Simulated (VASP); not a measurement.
A run of VASP 6.6.1 is set up as follows.

File INCAR:

```
SYSTEM = Ge
  PREC = Accurate
  ENCUT = 600
  EDIFF = 1E-6
  ISMEAR = -1
  SIGMA = 0.05
  LREAL = .FALSE.
  LASPH = .TRUE.
  NELM = 100
  ALGO = Normal
  ISIF = 3
  LWAVE = .FALSE.
  LCHARG = .FALSE.
  GGA = PS
  IBRION = 2
  NSW = 60
  EDIFFG = -0.01
  PSTRESS = 100.0
```

Contents of KPOINTS:

```
regular mesh
0
G
  8 8 8
  0 0 0
```

Contents of POSCAR:

```
Ge
1.0
    0.0000000000      2.8289100000      2.8289100000
    2.8289100000      0.0000000000      2.8289100000
    2.8289100000      2.8289100000      0.0000000000
Ge
2
Direct
    0.7500000000      0.7500000000      0.7500000000
    0.5000000000      0.5000000000      0.5000000000
```

Potentials or basis: VASP PAW PBE potentials, release 64 (Ge_d).

Launch:

```bash
$ cat potpaw_PBE.64/Ge_d/POTCAR > POTCAR
$ mpirun -np 1 vasp_std > vasp.out
```

(1) Predict the relaxed volume.

(2) Predict the space group after relaxing (to 0.05 Å).

(3) Predict the relaxed cell.

(4) Predict the band gap on the k mesh.

Results:

(1) 20.39 Å³/atom.

(2) Fd-3m (No. 227).

(3) a = 3.863 Å, b = 3.863 Å, c = 3.863 Å, α = 60.00°, β = 60.00°, γ = 60.00°.

(4) 0.34 eV, indirect (least direct gap 0.98 eV).

Caveat: the cell is relaxed towards a set pressure, so the enthalpy falls and the energy may rise; the PAW data sets were made with another functional, which shifts forces and pressure a little.
